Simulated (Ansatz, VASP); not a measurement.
## TiGe8Mo3: VASP beside Ansatz

```xyz
12
Lattice="4.7289 0.0000 0.0000 0.0000 4.7289 0.0000 0.0000 0.0000 8.3485" Properties=species:S:1:pos:R:3 pbc="T T T"
Ti    0.0000    0.0000    0.0000
Ge    0.0000    0.0000    5.5372
Ge    0.0000    2.3644    1.3535
Ge    2.3644    0.0000    1.3535
Ge    2.3644    2.3644    5.5179
Ge    0.0000    0.0000    2.8114
Ge    0.0000    2.3644    6.9950
Ge    2.3644    0.0000    6.9950
Ge    2.3644    2.3644    2.8306
Mo    0.0000    2.3644    4.1743
Mo    2.3644    0.0000    4.1743
Mo    2.3644    2.3644    0.0000
```

Alike in both runs: task single point; functional PBE; k mesh 4 × 4 × 2; occupations gaussian, width 0.1 eV; no spin polarisation.

|  | VASP | Ansatz |
| --- | --- | --- |
| version | VASP 6.6.1 | Ansatz 0.2.0 |
| potentials or method | VASP PAW PBE potentials, release 64 (Ti_sv, Ge_d, Mo_sv), cutoff 520 eV | scalar-relativistic, plane waves, PAW |
| valence electrons in the cell | 166 | 166 |

|  | VASP | Ansatz | Ansatz less VASP |
| --- | --- | --- | --- |
| gap on the k mesh at the Fermi level (eV) | none | none | - |
| pressure (GPa) | 0.5 | 0.2 | -0.23 |
| traceless stress, the component that is largest in VASP (GPa) | 0.39 | 0.38 | -0.006 |
| rms of the force components (eV/Å) | 0.029 | 0.032 | +0.0026 |

Atom by atom the forces differ by 0.003 eV/Å (rms over components). A gap of «none» marks a metal or a gap that the smearing closes. The functional is the same, so the differences come from potentials, cutoffs and numerics.

The k mesh is coarse, so the values compare programs but aren't converged.
